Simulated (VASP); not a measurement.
# NaCl (Fm-3m) in VASP: further runs

NaCl is run at these levels: PBE-based screened hybrid; tasks: single point.

Everything below comes from runs of VASP 6.6.1. Logs are shortened: lines on timing, memory, paths and dates and some standing lists are left out, and cuts for length are marked.

## 1. The cell of the first run

The structure is cubic, space group Fm-3m (No. 225). Conventional cell: a = 5.588 Å, b = 5.588 Å, c = 5.588 Å, α = 90.00°, β = 90.00°, γ = 90.00°. Within 3.7 Å of Cl (site symmetry m-3m) lie 6 Na at 2.79 Å. Within 3.7 Å of Na (site symmetry m-3m) lie 6 Cl at 2.79 Å.

## 2. Single point, PBE-based screened hybrid

Contents of POSCAR:

```
NaCl
1.0
    0.0000000000      2.7940632177      2.7940632177
    2.7940632177      0.0000000000      2.7940632177
    2.7940632177      2.7940632177      0.0000000000
Cl Na
1 1
Direct
    0.5000000000      0.5000000000      0.5000000000
    0.0000000000      0.0000000000      0.0000000000
```

Contents of INCAR.step1:

```
SYSTEM = NaCl
  PREC = Accurate
  ENCUT = 520
  EDIFF = 1E-5
  ISMEAR = -1
  SIGMA = 0.05
  LREAL = .FALSE.
  LASPH = .TRUE.
  NELM = 80
  ALGO = Normal
  ISIF = 2
  LWAVE = .TRUE.
  NBANDS = 14
  GGA = PE
```

Contents of INCAR.step2:

```
SYSTEM = NaCl
  PREC = Accurate
  ENCUT = 520
  EDIFF = 1E-6
  ISMEAR = -1
  SIGMA = 0.05
  LREAL = .FALSE.
  LASPH = .TRUE.
  NELM = 80
  ALGO = Normal
  ISIF = 2
  LWAVE = .FALSE.
  LCHARG = .TRUE.
  GGA = PE
  LHFCALC = .TRUE.
  AEXX = 0.25
  HFSCREEN = 0.15
  PRECFOCK = Normal
  LELF = .TRUE.
  LVHAR = .TRUE.
  NBANDS = 14
  ISTART = 1
```

Contents of KPOINTS:

```
regular mesh
0
G
  4 4 4
  0 0 0
```

Potentials or basis: VASP PAW PBE potentials, release 64 (Cl, Na_pv).

Command:

```console
$ cat potpaw_PBE.64/Cl/POTCAR potpaw_PBE.64/Na_pv/POTCAR > POTCAR
$ cp INCAR.step1 INCAR
$ mpirun -np 1 vasp_std > vasp.out
$ cp INCAR.step2 INCAR
$ mpirun -np 1 vasp_std > vasp.out
```

OUTCAR:

```text
SYSTEM = NaCl
   PREC = Accurate
   ENCUT = 520
   EDIFF = 1E-6
   ISMEAR = -1
   LREAL = .FALSE.
   LASPH = .TRUE.
   NELM = 80
   ISIF = 2
   GGA = PE
   LHFCALC = .TRUE.
   AEXX = 0.25
   HFSCREEN = 0.15
   PRECFOCK = Normal
   ISTART = 1

 ion  position               nearest neighbor table
   1  0.500  0.500  0.500-
   2  0.000  0.000  0.000-

  LATTYP: Found a face centered cubic cell.
 ALAT       =     5.5881264354

  Lattice vectors:

 A1 = (   0.0000000000,   2.7940632177,   2.7940632177)
 A2 = (   2.7940632177,   0.0000000000,   2.7940632177)
 A3 = (   2.7940632177,   2.7940632177,   0.0000000000)

Analysis of symmetry for initial positions (statically):
=====================================================================
 Subroutine PRICEL returns:
 Original cell was already a primitive cell.

 Routine SETGRP: Setting up the symmetry group for a
 face centered cubic supercell.

 Subroutine GETGRP returns: Found 48 space group operations
 (whereof 48 operations were pure point group operations)
 out of a pool of 48 trial point group operations.

The static configuration has the point symmetry O_h .

Analysis of symmetry for dynamics (positions and initial velocities):
=====================================================================
 Subroutine PRICEL returns:
 Original cell was already a primitive cell.

 Routine SETGRP: Setting up the symmetry group for a
 face centered cubic supercell.

 Subroutine GETGRP returns: Found 48 space group operations
 (whereof 48 operations were pure point group operations)
 out of a pool of 48 trial point group operations.

The dynamic configuration has the point symmetry O_h .

 Subroutine INISYM returns: Found 48 space group operations
 (whereof 48 operations are pure point group operations),
 and found     1 'primitive' translations

----------------------------------------------------------------------------------------

                                     Primitive cell

  volume of cell :      43.6253

  direct lattice vectors                    reciprocal lattice vectors
     0.000000000  2.794063218  2.794063218    -0.178950854  0.178950854  0.178950854
     2.794063218  0.000000000  2.794063218     0.178950854 -0.178950854  0.178950854
     2.794063218  2.794063218  0.000000000     0.178950854  0.178950854 -0.178950854

  length of vectors
     3.951402097  3.951402097  3.951402097     0.309951972  0.309951972  0.309951972

  position of ions in fractional coordinates (direct lattice)
     0.500000000  0.500000000  0.500000000
     0.000000000  0.000000000  0.000000000

  ion indices of the primitive-cell ions
   primitive index   ion index
                 1           1
                 2           2

----------------------------------------------------------------------------------------

 KPOINTS: regular mesh

Automatic generation of k-mesh.
 Grid dimensions read from file:
 generate k-points for:    4    4    4

 Generating k-lattice:

  Cartesian coordinates                     Fractional coordinates (reciprocal lattice)
    -0.044737714  0.044737714  0.044737714     0.250000000  0.000000000  0.000000000
     0.044737714 -0.044737714  0.044737714     0.000000000  0.250000000  0.000000000
     0.044737714  0.044737714 -0.044737714     0.000000000  0.000000000  0.250000000

  Length of vectors
     0.077487993  0.077487993  0.077487993

  Shift w.r.t. Gamma in fractional coordinates (k-lattice)
     0.000000000  0.000000000  0.000000000

 Subroutine IBZKPT returns following result:
 ===========================================

 Found      8 irreducible k-points:

 Following reciprocal coordinates:
            Coordinates               Weight
  0.000000  0.000000  0.000000      1.000000
  0.250000  0.000000  0.000000      8.000000
  0.500000  0.000000  0.000000      4.000000
  0.250000  0.250000  0.000000      6.000000
  0.500000  0.250000  0.000000     24.000000
 -0.250000  0.250000  0.000000     12.000000
  0.500000  0.500000  0.000000      3.000000
 -0.250000  0.500000  0.250000      6.000000
   k-points           NKPTS =      8   k-points in BZ     NKDIM =     64   number of bands    NBANDS=     14
   number of dos      NEDOS =    301   number of ions     NIONS =      2
   total plane-waves  NPLWV =  27000
   dimension x,y,z NGX =    30 NGY =   30 NGZ =   30
   dimension x,y,z NGXF=    60 NGYF=   60 NGZF=   60
   ions per type =               1   1
   NGX,Y,Z   is equivalent  to a cutoff of  12.62, 12.62, 12.62 a.u.
   NGXF,Y,Z  is equivalent  to a cutoff of  25.24, 25.24, 25.24 a.u.
 SYSTEM =  NaCl
   PREC   = accura    normal or accurate (medium, high low for compatibility)
   ISTART =      1    job   : 0-new  1-cont  2-samecut
   ICHARG =      0    charge: 1-file 2-atom 10-const
   ISPIN  =      1    spin polarized calculation?
   LNONCOLLINEAR =      F non collinear calculations
   LSORBIT =      F    spin-orbit coupling
   LASPH  =      T    aspherical Exc in radial PAW
   ENCUT  =  520.0 eV  38.22 Ry    6.18 a.u.   7.35  7.35  7.35*2*pi/ulx,y,z
   NELM   =     80;   NELMIN=  2; NELMDL=  0     # of ELM steps
   EDIFF  = 0.1E-05   stopping-criterion for ELM
   LREAL  =      F    real-space projection
   EDIFFG = 0.1E-04   stopping-criterion for IOM
   NSW    =      0    number of steps for IOM
   IBRION =     -1    ionic relax: 0-MD 1-quasi-New 2-CG
   NFREE  =      0    steps in history (QN), initial steepest desc. (CG)
   ISIF   =      2    stress and relaxation
   ISYM   =      3    0-nonsym 1-usesym 2-fastsym
   POTIM  = 0.5000    time-step for ionic-motion
   TEBEG  =    0.0;   TEEND  =   0.0 temperature during run
   PSTRESS=    0.0 pullay stress
   NELECT =      14.0000    total number of electrons
   NUPDOWN=      -1.0000    fix difference up-down
   EMIN   =  10.00;   EMAX   =-10.00  energy-range for DOS
   EFERMI =   0.00;   METHOD = LEGACY
   ISMEAR =    -1;   SIGMA  =   0.05  broadening in eV -4-tet -1-fermi 0-gaus
   EFERMI_NEDOS =   21; number of points for ismear=-14 and -15
   IALGO  =     38    algorithm
   IMIX   =      1    mixing-type and parameters
     AMIX     =   0.40;   BMIX     =  1.00
     AMIX_MAG =   1.60;   BMIX_MAG =  1.00
  volume/ion in A,a.u.               =      21.81       147.20
  Fermi-wavevector in a.u.,A,eV,Ry     =   1.120825  2.118053 17.092312  1.256249
  Thomas-Fermi vector in A             =   2.257475
   LORBIT       =      0    0 simple, 1 ext, 2 COOP (PROOUT), +10 PAW based schemes
   GGA     = PE    functional components
   LHFCALC =     T    Hartree Fock is set to
   PRECFOCK=normal    Normal, Fast or Accurate (Low or Medium for compatibility)
   ENCUT4O =  -1.0   cutoff for four orbital integrals eV
   NKREDX  =     1    reduce k-point grid by
   NKREDY  =     1    reduce k-point grid by
   NKREDZ  =     1    reduce k-point grid by
   AEXX    =    0.2500 exact exchange contribution
   HFSCREEN=    0.1500 screening length (either q_TF or 0.3 A-1)
   HFSCREENC=   0.1500 screening length for correlation (either q_TF or 0.3 A-1)
   ENCUTFOCK=  -1.0 apply spherical cutoff to Coloumb kernel
   IVDW    =     0    specifies the selected vdW correction
   LEPSILON=     F    determine dielectric tensor
   LRPA    =     F    only Hartree local field effects (RPA)
 non-spin polarized calculation
  energy-cutoff  :      520.00
  volume of cell :       43.63
 maximum number of plane-waves:      1211
 NGX is ok and might be reduce to    30
  NGX = 24; NGY = 24; NGZ = 24

 number of electron      14.0000007 magnetization

 Free energy of the ion-electron system (eV)
  ---------------------------------------------------
  ext. energy  EPLUGINS =         0.00000000
  ---------------------------------------------------
  free energy    TOTEN  =        -8.00275901 eV

  energy without entropy =       -8.00275901  energy(sigma->0) =       -8.00275901

 E-fermi :  -0.5371     XC(G=0):  -6.7942

 val. band max:       -1.6684259766   @ k =   0.0000   0.0000   0.0000
 cond. band min:       5.1060747762   @ k =   0.0000   0.0000   0.0000
 fundamental gap:      6.7745007528
 Fermi energy:        -0.5371207465

 k-point     1 :       0.0000    0.0000    0.0000
  band No.  band energies     occupation
      1     -24.5110      2.00000
      2     -24.5110      2.00000
      3     -24.5110      2.00000
      4     -15.6031      2.00000
      5      -1.6684      2.00000
      6      -1.6684      2.00000
      7      -1.6684      2.00000
      8       5.1061      0.00000
      9      11.1821      0.00000
     10      11.1821      0.00000
     11      11.1821      0.00000
     12      13.5530      0.00000
     13      13.5530      0.00000
     14      14.8995      0.00000

 k-point     2 :       0.2500    0.0000    0.0000
  band No.  band energies     occupation
      1     -24.5268      2.00000
      2     -24.5118      2.00000
      3     -24.5118      2.00000
      4     -15.4120      2.00000
      5      -2.8708      2.00000
      6      -1.8237      2.00000
      7      -1.8237      2.00000
      8       6.6210      0.00000
      9      10.0713      0.00000
     10      11.5228      0.00000
     11      11.5228      0.00000
     12      13.4947      0.00000
     13      13.4947      0.00000
     14      15.9932      0.00000

 k-point     3 :       0.5000    0.0000    0.0000
  band No.  band energies     occupation
      1     -24.5423      2.00000
      2     -24.5127      2.00000
      3     -24.5127      2.00000
      4     -15.2083      2.00000
      5      -3.8146      2.00000
      6      -1.9706      2.00000
      7      -1.9706      2.00000
      8       7.1961      0.00000
      9      11.0123      0.00000
     10      11.1022      0.00000
     11      11.1023      0.00000
     12      15.2817      0.00000
     13      16.6537      0.00000
     14      16.6537      0.00000
[... 52 lines left out ...]
 k-point     7 :       0.5000    0.5000    0.0000
  band No.  band energies     occupation
      1     -24.5322      2.00000
      2     -24.5195      2.00000
      3     -24.5195      2.00000
      4     -15.1499      2.00000
      5      -3.5402      2.00000
      6      -2.3457      2.00000
      7      -2.3457      2.00000
      8       7.6002      0.00000
      9       7.9080      0.00000
     10      11.6301      0.00000
     11      15.2768      0.00000
     12      15.2768      0.00000
     13      15.7365      0.00000
     14      17.5590      0.00000

 k-point     8 :      -0.2500    0.5000    0.2500
  band No.  band energies     occupation
      1     -24.5258      2.00000
      2     -24.5258      2.00000
      3     -24.5216      2.00000
      4     -15.1305      2.00000
      5      -3.0050      2.00000
      6      -3.0049      2.00000
      7      -2.5072      2.00000
      8       8.9929      0.00000
      9       9.7443      0.00000
     10       9.7443      0.00000
     11      11.6071      0.00000
     12      16.1883      0.00000
     13      16.1884      0.00000
     14      16.8614      0.00000

------------------------ aborting loop because EDIFF is reached ----------------------------------------

  FORCE on cell =-STRESS in cart. coord.  units (eV):
  Direction    XX          YY          ZZ          XY          YZ          ZX
  --------------------------------------------------------------------------------------
  -------------------------------------------------------------------------------------
  Total        0.2624437      0.2624437      0.2624437     -0.0000000     -0.0000000      0.0000000
  in kB        9.6384680      9.6384680      9.6384680     -0.0000000     -0.0000000      0.0000000
  external PRESSURE =       9.6384680 kB  Pullay stress =       0.0000000 kB

 VOLUME and BASIS-vectors are now :
 -----------------------------------------------------------------------------
  energy-cutoff  :      520.00
  volume of cell :       43.63
      direct lattice vectors                 reciprocal lattice vectors
     0.000000000  2.794063218  2.794063218    -0.178950854  0.178950854  0.178950854
     2.794063218  0.000000000  2.794063218     0.178950854 -0.178950854  0.178950854
     2.794063218  2.794063218  0.000000000     0.178950854  0.178950854 -0.178950854

 POSITION                                       TOTAL-FORCE (eV/Angst)
 -----------------------------------------------------------------------------------
      2.79406      2.79406      2.79406        -0.000000      0.000000     -0.000000
      0.00000      0.00000      0.00000         0.000000     -0.000000      0.000000
 -----------------------------------------------------------------------------------
    total drift:                               -0.000004     -0.000003     -0.000002

  FREE ENERGIE OF THE ION-ELECTRON SYSTEM (eV)
  ---------------------------------------------------
  free  energy   TOTEN  =        -8.0027590086 eV

  energy  without entropy=       -8.0027590086  energy(sigma->0) =       -8.00275901
```

Run time: 3.1 min. Hardware: 1 thread of Intel Xeon Platinum 8259CL at 2.50GHz (Skylake/Cascade Lake), shared host; peak memory 0.26 GiB.

Results:

```yaml
Free_energy: -8.0028 eV
Pressure: 1.0 GPa
Band_gap_on_the_k_mesh: 6.77 eV, direct
```

Caveat: the k points lie up to 0.49 Å⁻¹ apart; the PAW data sets were made with another functional, which shifts forces and pressure a little.

## 3. Single point, PBE-based screened hybrid

POSCAR is that of step 2.

Contents of INCAR.step1:

```
  PREC = Accurate
  ENCUT = 520
  EDIFF = 1E-5
  ISMEAR = -1
  SIGMA = 0.05
  LREAL = F
  LASPH = T
  NELM = 60
  ALGO = Normal
  ISIF = 2
  LWAVE = T
  LCHARG = F
  GGA = PE
  NBANDS = 14
```

Contents of INCAR.step2:

```
  PREC = Accurate
  ENCUT = 520
  EDIFF = 1E-6
  ISMEAR = -1
  SIGMA = 0.05
  LREAL = F
  LASPH = T
  NELM = 60
  ALGO = Normal
  ISIF = 2
  LWAVE = F
  LCHARG = F
  GGA = PE
  LHFCALC = T
  AEXX = 0.25
  HFSCREEN = 0.2
  PRECFOCK = Normal
  ISTART = 1
  NBANDS = 14
```

Contents of KPOINTS:

```
regular mesh
0
Gamma
  4 4 4
```

Potentials or basis: VASP PAW PBE potentials, release 64 (Cl, Na_pv).

Command:

```console
$ cat potpaw_PBE.64/Cl/POTCAR potpaw_PBE.64/Na_pv/POTCAR > POTCAR
$ cp INCAR.step1 INCAR
$ mpirun -np 1 vasp_std > vasp.out
$ cp INCAR.step2 INCAR
$ mpirun -np 1 vasp_std > vasp.out
```

Wall time 4 min (1 thread of Intel Xeon Platinum 8259CL at 2.50GHz (Skylake/Cascade Lake), shared host); peak memory 0.26 GiB.

It converged, with:

```
Free energy            : -7.8888 eV
Pressure               : 1.0 GPa
Band gap on the k mesh : 6.61 eV, direct
```

Levels at points of the mesh, in eV from the valence-band top:
| k point | band 5 | band 6 | band 7 | band 8 | band 9 | band 10 |
| --- | --- | --- | --- | --- | --- | --- |
| (0.00, 0.00, 0.00) | 0.00 | 0.00 | 0.00 | 6.61 | 12.68 | 12.68 |
| (0.50, 0.00, 0.00) | -2.13 | -0.30 | -0.30 | 8.70 | 12.51 | 12.60 |
| (0.50, 0.50, 0.00) | -1.86 | -0.67 | -0.67 | 9.10 | 9.41 | 13.13 |

Caveat: the k points lie up to 0.49 Å⁻¹ apart; the PAW data sets were made with another functional, which shifts forces and pressure a little.

## 4. Single point, PBE-based screened hybrid

POSCAR is that of step 3.

INCAR.step1: that of step 3 with these lines changed.

```diff
@@ -7,3 +7,3 @@
   LASPH = T
-  NELM = 60
+  NELM = 80
   ALGO = Normal
@@ -12,3 +12,3 @@
   LCHARG = F
+  NBANDS = 14
   GGA = PE
-  NBANDS = 14
```

INCAR.step2: that of step 3 with these lines changed.

```diff
@@ -7,3 +7,3 @@
   LASPH = T
-  NELM = 60
+  NELM = 80
   ALGO = Normal
@@ -15,5 +15,5 @@
   AEXX = 0.25
-  HFSCREEN = 0.2
+  HFSCREEN = 0.3
   PRECFOCK = Normal
+  NBANDS = 14
   ISTART = 1
-  NBANDS = 14
```

Contents of KPOINTS:

```
Automatic mesh
0
Gamma
  4 4 4
```

Command:

```console
$ cat potpaw_PBE.64/Cl/POTCAR potpaw_PBE.64/Na_pv/POTCAR > POTCAR
$ cp INCAR.step1 INCAR
$ mpirun -np 1 vasp_std > vasp.out
$ cp INCAR.step2 INCAR
$ mpirun -np 1 vasp_std > vasp.out
```

It took 5.2 min on 1 thread of Intel Xeon Platinum 8259CL at 2.50GHz (Skylake/Cascade Lake), shared host; peak memory 0.26 GiB.

It converged, with:

| Property | Result |
| --- | --- |
| Free energy | -7.6929 eV |
| Pressure | 1.0 GPa |
| Band gap on the k mesh | 6.35 eV, direct |

Levels at points of the mesh, in eV from the valence-band top:
```
           k point  band 4  band 5  band 6  band 7  band 8  band 9  band 10  band 11
(0.00, 0.00, 0.00)  -13.87    0.00    0.00    0.00    6.35   12.38    12.38    12.38
(0.50, 0.00, 0.00)  -13.48   -2.10   -0.30   -0.30    8.43   12.20    12.30    12.30
(0.50, 0.50, 0.00)  -13.42   -1.83   -0.66   -0.66    8.81    9.14    12.83    16.46
```

Caveat: the k points lie up to 0.49 Å⁻¹ apart; the PAW data sets were made with another functional, which shifts forces and pressure a little.

## 5. Single point, PBE-based screened hybrid

POSCAR is that of step 4.

Contents of INCAR.step1:

```
SYSTEM = NaCl
PREC = Accurate
ENCUT = 520
EDIFF = 1E-5
ISMEAR = -1
SIGMA = 0.05
LREAL = .False.
LASPH = .True.
NELM = 100
ALGO = Normal
ISIF = 2
LWAVE = .True.
LCHARG = .False.
GGA = PE
NBANDS = 14
```

Contents of INCAR.step2:

```
SYSTEM = NaCl
PREC = Accurate
ENCUT = 520
EDIFF = 1E-7
ISMEAR = -1
SIGMA = 0.05
LREAL = .False.
LASPH = .True.
NELM = 100
ALGO = Normal
ISIF = 2
LWAVE = .False.
LCHARG = .False.
GGA = PE
LHFCALC = .True.
AEXX = 0.25
HFSCREEN = 0.4
PRECFOCK = Normal
ISTART = 1
NBANDS = 14
```

Contents of KPOINTS:

```
regular mesh
0
Gamma
  4 4 4
  0 0 0
```

Command:

```console
$ cat potpaw_PBE.64/Cl/POTCAR potpaw_PBE.64/Na_pv/POTCAR > POTCAR
$ cp INCAR.step1 INCAR
$ mpirun -np 1 vasp_std > vasp.out
$ cp INCAR.step2 INCAR
$ mpirun -np 1 vasp_std > vasp.out
```

It took 4.7 min on 1 thread of Intel Xeon Platinum 8259CL at 2.50GHz (Skylake/Cascade Lake), shared host; peak memory 0.26 GiB.

Results (log left out):

| Property | Result |
| --- | --- |
| Free energy | -7.5312 eV |
| Pressure | 1.1 GPa |
| Band gap on the k mesh | 6.13 eV, direct |

Levels at points of the mesh, in eV from the valence-band top:
| k point | band 4 | band 5 | band 6 | band 7 | band 8 | band 9 | band 10 | band 11 |
| --- | --- | --- | --- | --- | --- | --- | --- | --- |
| (0.00, 0.00, 0.00) | -13.80 | 0.00 | 0.00 | 0.00 | 6.13 | 12.14 | 12.14 | 12.14 |
| (0.50, 0.00, 0.00) | -13.41 | -2.07 | -0.29 | -0.29 | 8.21 | 11.95 | 12.05 | 12.05 |
| (0.50, 0.50, 0.00) | -13.36 | -1.80 | -0.65 | -0.65 | 8.58 | 8.92 | 12.58 | 16.20 |

Caveat: the k points lie up to 0.49 Å⁻¹ apart; the PAW data sets were made with another functional, which shifts forces and pressure a little.

(Continued in part 2 of 2.)
